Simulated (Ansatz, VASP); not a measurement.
**Sn in VASP and in Ansatz**

Contents of INCAR:

```
PREC = Accurate ; ENCUT = 600
EDIFF = 1E-7 ; ISMEAR = 0
SIGMA = 0.1 ; LREAL = False
LASPH = True ; NELM = 60
ALGO = Fast ; ISIF = 3
LWAVE = False ; LCHARG = False
GGA = PE ; IBRION = 2
NSW = 90 ; EDIFFG = -0.04
```

Contents of KPOINTS:

```
regular mesh
0
Gamma
  6 6 4
```

File POSCAR:

```
Sn
1.0
    4.4907167000      0.0000000000      0.0000000000
   -2.2453583500      3.8890747400      0.0000000000
    0.0000000000      0.0000000000      4.9174071400
Sn
3
Direct
    0.0000000000      0.5000000000      0.3333333300
    0.5000000000      0.5000000000      0.6666666700
    0.5000000000      0.0000000000      0.0000000000
```

Input for Ansatz:

```yaml
crystal:
  lattice:
    - [4.4907167, 0.0, 0.0]
    - [-2.24535835, 3.88907474, 0.0]
    - [0.0, 0.0, 4.91740714]
  atoms:
    - { symbol: Sn, position: [0.0, 0.5, 0.33333333] }
    - { symbol: Sn, position: [0.5, 0.5, 0.66666667] }
    - { symbol: Sn, position: [0.5, 0.0, 0.0] }
basis:
  ecutwfc: 420
kpoints:
  mp_grid: { grid: [6, 6, 4] }
hamiltonian:
  xc: pbe
scf:
  occupations: { method: gaussian, width: 0.1 }
  lower_state_search: "off"
output:
  forces: true
  stress: true
  eigenvalues: true
relax:
  adjacent_minimum: "off"
  f_tol: 0.04
  max_steps: 70
  cell: { stress_tol: 0.4 }
```

Alike in both runs: task relaxation of cell and atoms; functional PBE; k mesh 6 × 6 × 4; occupations gaussian, width 0.1 eV; no spin polarisation.

|  | VASP | Ansatz |
| --- | --- | --- |
| version | VASP 6.6.1 | Ansatz 0.2.0 |
| potentials or method | VASP PAW PBE potentials, release 64 (Sn_d), cutoff 600 eV | scalar-relativistic, plane waves, PAW |
| valence electrons in the cell | 42 | 42 |

```csv
,VASP,Ansatz,Ansatz less VASP
"gap on the k mesh at the Fermi level, each at its own relaxed structure (eV)",none,none,-
relaxed volume (Å³/atom),33.02,32.97,-0.043
relaxed length of the cell vector where the two differ most in proportion (Å),5.022,5.065,+0.0423
```

A gap of «none» marks a metal or a gap that the smearing closes.

Noted on VASP's run: the volume moved by over 15 % at a fixed basis, so the end points are rough.
